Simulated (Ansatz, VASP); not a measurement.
## La2O3 in VASP and in Ansatz

Contents of INCAR:

```
SYSTEM = La2O3
PREC = Accurate
ENCUT = 520
EDIFF = 1E-6
ISMEAR = 0
SIGMA = 0.02
LREAL = .FALSE.
LASPH = .TRUE.
NELM = 60
ALGO = Normal
ISIF = 2
LWAVE = .FALSE.
LCHARG = .TRUE.
GGA = CA
LELF = .TRUE.
LVHAR = .TRUE.
NBANDS = 28
```

Contents of KPOINTS:

```
regular mesh
0
G
  6 6 4
  0 0 0
```

The input POSCAR:

```
La2O3
1.0
    3.9404102638      0.0000000000      0.0000000000
   -1.9702051319      3.4124953898      0.0000000000
    0.0000000000      0.0000000000      6.1875162698
La O
2 3
Direct
    0.6666666667      0.3333333333      0.7526282407
    0.3333333333      0.6666666667      0.2473717593
    0.6666666667      0.3333333333      0.3546987147
    0.3333333333      0.6666666667      0.6453012853
    0.0000000000      0.0000000000      0.0000000000
```

Input for Ansatz:

```yaml
crystal:
  lattice:
    - [3.9404102638, 0.0, 0.0]
    - [-1.9702051319, 3.4124953898, 0.0]
    - [0.0, 0.0, 6.1875162698]
  atoms:
    - { symbol: La, position: [0.6666666667, 0.3333333333, 0.7526282407] }
    - { symbol: La, position: [0.3333333333, 0.6666666667, 0.2473717593] }
    - { symbol: O, position: [0.6666666667, 0.3333333333, 0.3546987147] }
    - { symbol: O, position: [0.3333333333, 0.6666666667, 0.6453012853] }
    - { symbol: O, position: [0.0, 0.0, 0.0] }
basis:
  ecutwfc: 420
kpoints:
  mp_grid: { grid: [6, 6, 4] }
  band_path:
    path:
      - [[0.0, 0.0, 0.0], [0.5, 0.0, 0.0], [0.33333333, 0.33333333, 0.0], [0.0, 0.0, 0.0], [0.0, 0.0, 0.5], [0.5, 0.0, 0.5], [0.33333333, 0.33333333, 0.5], [0.0, 0.0, 0.5]]
      - [[0.5, 0.0, 0.5], [0.5, 0.0, 0.0]]
      - [[0.33333333, 0.33333333, 0.5], [0.33333333, 0.33333333, 0.0]]
    npoints: 14
hamiltonian:
  xc: lda
scf:
  occupations: { method: gaussian, width: 0.02 }
  n_extra_bands: 12
output:
  forces: true
  stress: true
  eigenvalues: true
  populations: true
  dos: { projected: true, de: 0.02, nscf_kmesh: { grid: [9, 9, 6] } }
  bader: true
  write_density: true
  write_potential: true
  elf: true
  volumetric_format: npy
```

Alike in both runs: task single point; functional LDA; k mesh 6 × 6 × 4; occupations gaussian, width 0.02 eV; no spin polarisation.

|  | VASP | Ansatz |
| --- | --- | --- |
| version | VASP 6.6.1 | Ansatz 0.2.0 |
| potentials or method | VASP PAW LDA potentials, release 64 (La, O), cutoff 520 eV | scalar-relativistic, plane waves, PAW |
| valence electrons in the cell | 40 | 40 |

Ansatz gave:

```
gap on the k mesh at the Fermi level (eV)                     : 3.74
least direct gap on the mesh (eV)                             : 3.82
pressure (GPa)                                                : -8.0
traceless stress, the component that is largest in VASP (GPa) : 0.23
rms of the force components (eV/Å)                            : 0.070
```

Question: Estimate VASP's values.

Answer: gap on the k mesh at the Fermi level (eV): 3.73; least direct gap on the mesh (eV): 3.81; pressure (GPa): -8.0; traceless stress, the component that is largest in VASP (GPa): 0.21; rms of the force components (eV/Å): 0.066.

LDA's correlation is that of Perdew and Zunger in VASP and of Perdew and Wang (1992) in Ansatz. Atom by atom the forces differ by 0.004 eV/Å (rms over components).

Neither program's run includes spin-orbit coupling.
